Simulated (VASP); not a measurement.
Here is a VASP 6.6.1 calculation.

File INCAR:

```
PREC = Accurate
ENCUT = 600
EDIFF = 1E-7
ISMEAR = -1
SIGMA = 0.05
LREAL = False
LASPH = True
NELM = 80
ALGO = Normal
ISIF = 3
LWAVE = False
LCHARG = False
GGA = PS
IBRION = 2
NSW = 32
EDIFFG = -0.005
PSTRESS = 2400.0
```

KPOINTS

```
regular mesh
0
Gamma
  19 19 18
```

Contents of POSCAR:

```
Ru
1.0
    2.3138804158      0.0000000000      0.0000000000
   -1.1569402080      2.0038792214      0.0000000000
    0.0000000000      0.0000000000      2.1556381808
Ru
1
Direct
    0.0000000000      0.0000000000      0.0000000000
```

Potentials or basis: VASP PAW PBE potentials, release 64 (Ru_pv).

Launch:

```bash
$ cat potpaw_PBE.64/Ru_pv/POTCAR > POTCAR
$ mpirun -np 1 vasp_std > vasp.out
```

(1) What does it give for the space group after relaxing (to 0.05 Å)?

(2) Estimate the relaxed cell.

(3) What does it give for the relaxed volume?

(4) Predict the band gap on the k mesh.

Results:

(1) P6/mmm (No. 191).

(2) a = 2.316 Å, b = 2.316 Å, c = 2.160 Å, α = 90.00°, β = 90.00°, γ = 120.00°.

(3) 10.03 Å³/atom.

(4) zero (band 7 reaches 23.60 eV, above the bottom of band 8 at 17.33 eV).

Caveat: the cell is relaxed towards a set pressure, so the enthalpy falls and the energy may rise; the PAW data sets were made with another functional, which shifts forces and pressure a little.
